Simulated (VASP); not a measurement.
# La2MgGeF6 (R3) in VASP: a series of runs

La2MgGeF6 is run at these levels: PBE; tasks: single point.

Everything below comes from runs of VASP 6.6.1. Logs are shortened: lines on timing, memory, paths and dates and some standing lists are left out, and cuts for length are marked.

### Step 1. The cell of the first run

It takes space group R3 (No. 146, trigonal). The conventional cell has a = 5.808 Å, b = 5.808 Å, c = 14.043 Å, α = 90.00°, β = 90.00°, γ = 120.00°. Within 3.4 Å of La (site symmetry 3) lie 12 F at 2.57 to 3.24 Å. Within 3.5 Å of La (site symmetry 3) lie 12 F at 2.62 to 3.19 Å and 1 Mg at 3.48 Å. Within 2.6 Å of Ge (site symmetry 3) lie 6 F at 1.96 to 1.97 Å. Within 2.8 Å of Mg (site symmetry 3) lie 6 F at 2.15 to 2.20 Å. Within 2.6 Å of F (site symmetry 1) lie 1 Ge at 1.96 Å and 1 Mg at 2.15 Å. Within 2.6 Å of F (site symmetry 1) lie 1 Ge at 1.97 Å and 1 Mg at 2.20 Å and 1 La at 2.57 Å.

### Step 2. Single point, PBE

INCAR

```
SYSTEM = La2MgGeF6
  ALGO = Normal
  EDIFF = 1E-6
  ENCUT = 520
  GGA = PE
  ISIF = 2
  ISMEAR = 1
  LASPH = .TRUE.
  LCHARG = .FALSE.
  LREAL = .FALSE.
  LWAVE = .FALSE.
  NBANDS = 51
  NELM = 60
  PREC = Accurate
  SIGMA = 0.0296
```

KPOINTS

```
k-points
0
G
  4 4 4
  0 0 0
```

POSCAR

```
La2MgGeF6
1.0
    2.9038430000      1.6765330000      4.6810950000
   -2.9038430000      1.6765330000      4.6810950000
    0.0000000000     -3.3530650000      4.6810950000
La Ge Mg F
2 1 1 6
Direct
    0.7520000000      0.7520000000      0.7520000000
    0.2480000000      0.2480000000      0.2480000000
    0.5030000000      0.5030000000      0.5030000000
    0.0000000000      0.0000000000      0.0000000000
    0.6900000000      0.2550000000      0.7890000000
    0.7890000000      0.6900000000      0.2550000000
    0.2550000000      0.7890000000      0.6900000000
    0.2080000000      0.3240000000      0.7350000000
    0.7350000000      0.2080000000      0.3240000000
    0.3240000000      0.7350000000      0.2080000000
```

Potentials or basis: VASP PAW PBE potentials, release 64 (La, Ge_d, Mg, F).

Run with:

```bash
> cat potpaw_PBE.64/La/POTCAR potpaw_PBE.64/Ge_d/POTCAR potpaw_PBE.64/Mg/POTCAR potpaw_PBE.64/F/POTCAR > POTCAR
> mpirun -np 1 vasp_std > vasp.out
```

OUTCAR:

```text
SYSTEM = La2MgGeF6
   EDIFF = 1E-6
   ENCUT = 520
   GGA = PE
   ISIF = 2
   ISMEAR = 1
   LASPH = .TRUE.
   LREAL = .FALSE.
   NELM = 60
   PREC = Accurate

 ion  position               nearest neighbor table
   1  0.752  0.752  0.752-  10 2.57   9 2.57   8 2.57   4 3.48   4 3.56   4 3.56   4 3.56
   2  0.248  0.248  0.248-   5 2.62   7 2.62   6 2.62   4 3.48   4 3.56   4 3.56   4 3.56
   3  0.503  0.503  0.503-   6 1.96   5 1.96   7 1.96   8 1.97  10 1.97   9 1.97
   4  0.000  0.000  0.000-   6 2.15   7 2.15   5 2.15   8 2.20   9 2.20  10 2.20   1 3.48   2 3.48
                             1 3.56   2 3.56   1 3.56   1 3.56   2 3.56   2 3.56
   5  0.690  0.255  0.789-   3 1.96   4 2.15   2 2.62
   6  0.789  0.690  0.255-   3 1.96   4 2.15   2 2.62
   7  0.255  0.789  0.690-   3 1.96   4 2.15   2 2.62
   8  0.208  0.324  0.735-   3 1.97   4 2.20   1 2.57
   9  0.735  0.208  0.324-   3 1.97   4 2.20   1 2.57
  10  0.324  0.735  0.208-   3 1.97   4 2.20   1 2.57

  LATTYP: Found a trigonal (rhomboedric) cell.
 ALAT       =     5.7581001613
 COS(alpha) =     0.4913514282

  Lattice vectors:

 A1 = (   2.9038430000,   1.6765330000,   4.6810950000)
 A2 = (  -2.9038430000,   1.6765330000,   4.6810950000)
 A3 = (   0.0000000000,  -3.3530650000,   4.6810950000)

Analysis of symmetry for initial positions (statically):
=====================================================================
 Subroutine PRICEL returns:
 Original cell was already a primitive cell.

 Routine SETGRP: Setting up the symmetry group for a
 trigonal (rhombohedral) supercell.

 Subroutine GETGRP returns: Found  3 space group operations
 (whereof  3 operations were pure point group operations)
 out of a pool of 12 trial point group operations.

The static configuration has the point symmetry C_3 .

Analysis of symmetry for dynamics (positions and initial velocities):
=====================================================================
 Subroutine PRICEL returns:
 Original cell was already a primitive cell.

 Routine SETGRP: Setting up the symmetry group for a
 trigonal (rhombohedral) supercell.

 Subroutine GETGRP returns: Found  3 space group operations
 (whereof  3 operations were pure point group operations)
 out of a pool of 12 trial point group operations.

The dynamic configuration has the point symmetry C_3 .

 Subroutine INISYM returns: Found  3 space group operations
[... 108 lines left out ...]
   ISIF   =      2    stress and relaxation
   ISYM   =      2    0-nonsym 1-usesym 2-fastsym
   POTIM  = 0.5000    time-step for ionic-motion
   TEBEG  =    0.0;   TEEND  =   0.0 temperature during run
   PSTRESS=    0.0 pullay stress
   NELECT =      80.0000    total number of electrons
   NUPDOWN=      -1.0000    fix difference up-down
   EMIN   =  10.00;   EMAX   =-10.00  energy-range for DOS
   EFERMI =   0.00;   METHOD = LEGACY
   ISMEAR =     1;   SIGMA  =   0.03  broadening in eV -4-tet -1-fermi 0-gaus
   EFERMI_NEDOS =   21; number of points for ismear=-14 and -15
   IALGO  =     38    algorithm
   IMIX   =      4    mixing-type and parameters
     AMIX     =   0.40;   BMIX     =  1.00
     AMIX_MAG =   1.60;   BMIX_MAG =  1.00
  volume/ion in A,a.u.               =      13.67        92.27
  Fermi-wavevector in a.u.,A,eV,Ry     =   1.369231  2.587472 25.508132  1.874795
  Thomas-Fermi vector in A             =   2.495125
   LORBIT       =      0    0 simple, 1 ext, 2 COOP (PROOUT), +10 PAW based schemes
   GGA     = PE    functional components
   LHFCALC =     F    Hartree Fock is set to
   AEXX    =    0.0000 exact exchange contribution
   IVDW    =     0    specifies the selected vdW correction
   LEPSILON=     F    determine dielectric tensor
   LRPA    =     F    only Hartree local field effects (RPA)
 non-spin polarized calculation
 Methfessel and Paxton  Order N= 1 SIGMA  =   0.03
  energy-cutoff  :      520.00
  volume of cell :      136.74
 maximum number of plane-waves:      3701
 NGX is ok and might be reduce to    48
   NGX = 21   NGY = 21   NGZ = 21

 number of electron      80.0000004 magnetization

 Free energy of the ion-electron system (eV)
  ---------------------------------------------------
  ext. energy  EPLUGINS =         0.00000000
  ---------------------------------------------------
  free energy    TOTEN  =       -45.13351722 eV

  energy without entropy =      -45.13211057  energy(sigma->0) =      -45.13304834

 E-fermi :   9.7872     XC(G=0): -10.7385

 val. band max:        9.7863592444   @ k =   0.5000   0.5000   0.2500
 cond. band min:       9.7890163172   @ k =   0.5000   0.0000  -0.2500
 fundamental gap:      0.0026570728
 Fermi energy:         9.7872144455

 k-point     1 :       0.0000    0.0000    0.0000
  band No.  band energies     occupation
      1     -24.6802      2.00000
      2     -24.5548      2.00000
      3     -18.3825      2.00000
      4     -18.2604      2.00000
      5     -18.2604      2.00000
      6     -17.9504      2.00000
[... 745 lines left out ...]
     50      10.4583      0.00000
     51      10.4778      0.00000

------------------------ aborting loop because EDIFF is reached ----------------------------------------

  FORCE on cell =-STRESS in cart. coord.  units (eV):
  Direction    XX          YY          ZZ          XY          YZ          ZX
  --------------------------------------------------------------------------------------
  -------------------------------------------------------------------------------------
  Total       23.6986559     23.6986030     19.5591367     -0.0000002      0.0000014      0.0000000
  in kB      277.6837339    277.6831140    229.1798378     -0.0000020      0.0000163      0.0000000
  external PRESSURE =     261.5155619 kB  Pullay stress =       0.0000000 kB

 VOLUME and BASIS-vectors are now :
 -----------------------------------------------------------------------------
  energy-cutoff  :      520.00
  volume of cell :      136.74
      direct lattice vectors                 reciprocal lattice vectors
     2.903843000  1.676533000  4.681095000     0.172185617  0.099411524  0.071208403
    -2.903843000  1.676533000  4.681095000    -0.172185617  0.099411524  0.071208403
     0.000000000 -3.353065000  4.681095000     0.000000000 -0.198823047  0.071208424

 POSITION                                       TOTAL-FORCE (eV/Angst)
 -----------------------------------------------------------------------------------
      0.00000      0.00000     10.56055        -0.000000     -0.000000     -0.070434
      0.00000      0.00000      3.48273        -0.000000      0.000000      0.075267
      0.00000      0.00000      7.06377        -0.000000     -0.000000     -0.061964
      0.00000      0.00000      0.00000        -0.000000      0.000000      0.120745
      1.26317     -1.06124      8.11702         2.463490     -1.804908      1.792221
      0.28748      1.62456      8.11702         0.331353      3.035896      1.792221
     -1.55065     -0.56331      8.11702        -2.794843     -1.230988      1.792221
     -0.33685     -1.57259      5.93095        -0.295489     -2.468663     -1.813425
      1.53033      0.49458      5.93095         2.285672      0.978430     -1.813425
     -1.19348      1.07801      5.93095        -1.990182      1.490232     -1.813425
 -----------------------------------------------------------------------------------
    total drift:                               -0.000016     -0.000004     -0.000220

  FREE ENERGIE OF THE ION-ELECTRON SYSTEM (eV)
  ---------------------------------------------------
  free  energy   TOTEN  =       -45.1335172249 eV

  energy  without entropy=      -45.1321105717  energy(sigma->0) =      -45.13304834
```

OSZICAR:

```text
N       E                     dE             d eps       ncg     rms          rms(c)
DAV:   1     0.117222504602E+04    0.11722E+04   -0.33142E+04  1758   0.289E+03
DAV:   2     0.330677101863E+03   -0.84155E+03   -0.74687E+03  1564   0.690E+02
DAV:   3     0.968960951018E+01   -0.32099E+03   -0.30384E+03  1816   0.291E+02
DAV:   4    -0.414946498050E+02   -0.51184E+02   -0.49712E+02  2078   0.129E+02
DAV:   5    -0.470770192365E+02   -0.55824E+01   -0.52379E+01  2460   0.353E+01    0.133E+01
DAV:   6    -0.465793084251E+02    0.49771E+00   -0.92987E+01  2409   0.410E+01    0.896E+00
DAV:   7    -0.457072032031E+02    0.87211E+00   -0.12225E+01  2494   0.144E+01    0.546E+00
DAV:   8    -0.451449424757E+02    0.56226E+00   -0.25280E+00  2200   0.991E+00    0.245E+00
DAV:   9    -0.452288172094E+02   -0.83875E-01   -0.15565E+00  2680   0.582E+00    0.276E+00
DAV:  10    -0.451529493856E+02    0.75868E-01   -0.17028E+00  2276   0.552E+00    0.101E+00
DAV:  11    -0.451350930371E+02    0.17856E-01   -0.12279E-01  2568   0.184E+00    0.366E-01
DAV:  12    -0.451339476327E+02    0.11454E-02   -0.61132E-02  2536   0.960E-01    0.243E-01
DAV:  13    -0.451339153179E+02    0.32315E-04   -0.47203E-03  2608   0.294E-01    0.172E-01
DAV:  14    -0.451337379933E+02    0.17732E-03   -0.99461E-04  2528   0.136E-01    0.108E-01
DAV:  15    -0.451335305294E+02    0.20746E-03   -0.73188E-04  2200   0.117E-01    0.358E-02
DAV:  16    -0.451335154361E+02    0.15093E-04   -0.33318E-04  2560   0.800E-02    0.111E-02
DAV:  17    -0.451335165487E+02   -0.11127E-05   -0.36999E-05  2360   0.357E-02    0.531E-03
DAV:  18    -0.451335172249E+02   -0.67611E-06   -0.67262E-06  1600   0.136E-02
   1 F= -.45133517E+02 E0= -.45133048E+02  d E =-.140665E-02
```

stdout:

```text
POSCAR found type information on POSCAR LaGeMgF
 POSCAR found :  4 types and      10 ions
 scaLAPACK will be used
 LDA part: xc-table for (Slater+PW92), standard interpolation
 POSCAR, INCAR and KPOINTS ok, starting setup
 FFT: planning ... GRIDC
 FFT: planning ... GRID_SOFT
 FFT: planning ... GRID
 WAVECAR not read
 entering main loop
```

It took 8 min on 1 thread of Oxide Virtual Turin-like, shared host; peak memory 0.36 GiB.

What came out:

* Free energy: -45.1335 eV
* Pressure: 26.2 GPa
* Largest force: 3.541 eV/Å
* Band gap on the k mesh: zero (band 40 reaches 9.99 eV, above the bottom of band 41 at 8.89 eV)

Forces on the atoms (eV/Å):
```
La   0.000  0.000 -0.070
La   0.000  0.000  0.075
Ge   0.000  0.000 -0.062
Mg   0.000  0.000  0.121
F    2.463 -1.805  1.792
F    0.331  3.036  1.792
F   -2.795 -1.231  1.792
F   -0.295 -2.469 -1.813
F    2.286  0.978 -1.813
F   -1.990  1.490 -1.813
```

Levels at points of the mesh, in eV from the Fermi level:
```csv
k point,band 37,band 38,band 39,band 40,band 41,band 42,band 43,band 44
"(0.00, 0.00, 0.00)",-8.31,-3.85,-0.96,-0.96,-0.90,-0.52,-0.52,0.54
"(0.50, 0.00, 0.00)",-8.23,-2.36,-0.54,0.07,0.14,0.20,0.21,0.44
"(0.50, 0.50, 0.00)",-8.19,-2.11,-0.08,-0.02,0.06,0.42,0.43,0.44
"(0.50, 0.50, 0.50)",-8.45,-2.39,-0.56,0.13,0.13,0.21,0.21,0.55
```

Caveat: spin-orbit coupling is left out, which moves the levels of the heavy elements; forces of over 1 eV/Å act on the atoms, so gaps and moduli don't describe the material at rest.

### Step 3. Single point, PBE

INCAR

```
ALGO = Normal ; EDIFF = 1E-7
ENCUT = 520 ; GGA = PE
ISIF = 2 ; ISMEAR = 1
LASPH = T ; LCHARG = F
LREAL = F ; LWAVE = F
NBANDS = 51 ; NELM = 80
PREC = Accurate ; SIGMA = 0.025
```

KPOINTS

```
k-points
0
Gamma
  4 4 4
```

POSCAR is that of step 2.

Potentials or basis: VASP PAW PBE potentials, release 64 (La, Ge_d, Mg, F).

Run with:

```bash
> cat potpaw_PBE.64/La/POTCAR potpaw_PBE.64/Ge_d/POTCAR potpaw_PBE.64/Mg/POTCAR potpaw_PBE.64/F/POTCAR > POTCAR
> mpirun -np 1 vasp_std > vasp.out
```

It took 9 min on 1 thread of Oxide Virtual Turin-like, shared host; peak memory 0.36 GiB.

Results (log left out):

```yaml
Free_energy: -45.1333 eV
Pressure: 26.1 GPa
Largest_force: 3.539 eV/Å
Band_gap_on_the_k_mesh: zero (band 40 reaches 9.99 eV, above the bottom of band 41 at 8.89 eV)
```

Forces on the atoms (eV/Å):
```
La   0.000  0.000 -0.071
La   0.000  0.000  0.075
Ge   0.000  0.000 -0.062
Mg   0.000  0.000  0.121
F    2.462 -1.805  1.791
F    0.332  3.035  1.791
F   -2.794 -1.230  1.791
F   -0.296 -2.468 -1.812
F    2.285  0.977 -1.812
F   -1.989  1.490 -1.812
```

Stress tensor (GPa, compression positive):
```
27.75  0.00  0.00
 0.00 27.75  0.00
 0.00  0.00 22.88
```

Levels at points of the mesh, in eV from the Fermi level:
```csv
k point,band 38,band 39,band 40,band 41,band 42,band 43
"(0.00, 0.00, 0.00)",-3.85,-0.96,-0.96,-0.90,-0.52,-0.52
"(0.50, 0.00, 0.00)",-2.36,-0.54,0.07,0.14,0.20,0.21
"(0.50, 0.50, 0.00)",-2.11,-0.08,-0.02,0.06,0.42,0.43
"(0.50, 0.50, 0.50)",-2.39,-0.56,0.13,0.13,0.21,0.21
```

Caveat: spin-orbit coupling is left out, which moves the levels of the heavy elements; forces of over 1 eV/Å act on the atoms, so gaps and moduli don't describe the material at rest.
